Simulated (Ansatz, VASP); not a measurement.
# One calculation of Ni, two programs

Contents of INCAR:

```
  PREC = Accurate
  ENCUT = 520
  EDIFF = 1E-6
  ISMEAR = -1
  SIGMA = 0.05
  LREAL = F
  LASPH = T
  NELM = 150
  ALGO = Normal
  ISIF = 2
  LWAVE = F
  LCHARG = F
  ISPIN = 2
  MAGMOM = 1 -1
  LORBIT = 11
  LMAXMIX = 4
  GGA = CA
  NBANDS = 21
```

The input KPOINTS:

```
regular mesh
0
Gamma
  16 16 9
```

File POSCAR:

```
Ni
1.0
    2.4480230000      0.0000000000      0.0000000000
   -1.2240110000      2.1200500000      0.0000000000
    0.0000000000      0.0000000000      4.2085682667
Ni
2
Direct
    0.3333333333      0.6666666667      0.2500000000
    0.6666666667      0.3333333333      0.7500000000
```

Input for Ansatz:

```yaml
crystal:
  lattice:
    - [2.448023, 0.0, 0.0]
    - [-1.224011, 2.12005, 0.0]
    - [0.0, 0.0, 4.208568266666666]
  atoms:
    - { symbol: Ni, position: [0.3333333333333333, 0.6666666666666666, 0.25], spin: 1.0 }
    - { symbol: Ni, position: [0.6666666666666666, 0.3333333333333333, 0.75], spin: -1.0 }
basis:
  ecutwfc: 450.0
kpoints:
  mp_grid:
    grid: [16, 16, 9]
hamiltonian:
  xc: lda
magnetization:
  spin_polarized: true
scf:
  occupations:
    method: fermi_dirac
    width: 0.05
output:
  stress: true
```

Alike in both runs: task single point; functional LDA; k mesh 16 × 16 × 9; occupations fermi-dirac, width 0.05 eV; collinear spin.

|  | VASP | Ansatz |
| --- | --- | --- |
| version | VASP 6.6.1 | Ansatz 0.2.0 |
| potentials or method | VASP PAW LDA potentials, release 64 (Ni), cutoff 520 eV | plane waves, PAW |
| valence electrons in the cell | 20 | 36 |

|  | VASP | Ansatz | Ansatz less VASP |
| --- | --- | --- | --- |
| pressure (GPa) | -17.2 | -16.6 | +0.65 |
| traceless stress, the component that is largest in VASP (GPa) | -5.24 | -6.11 | -0.865 |
| net moment per atom (μB) | 0.00 | 0.60 | +0.602 |
| size of the moment on the site where the two differ most (μB) | 0.00 | 0.63 | +0.630 |

The net moments are unlike, so the other rows may belong to different states. LDA's correlation is that of Perdew and Zunger in VASP and of Perdew and Wang (1992) in Ansatz. Site moments also hang on the region over which each program counts them. VASP's potentials hold 20 valence electrons a cell and Ansatz's 36, so a difference there can come from the potentials and not from the codes. Ansatz's warnings: seeded moment not kept.
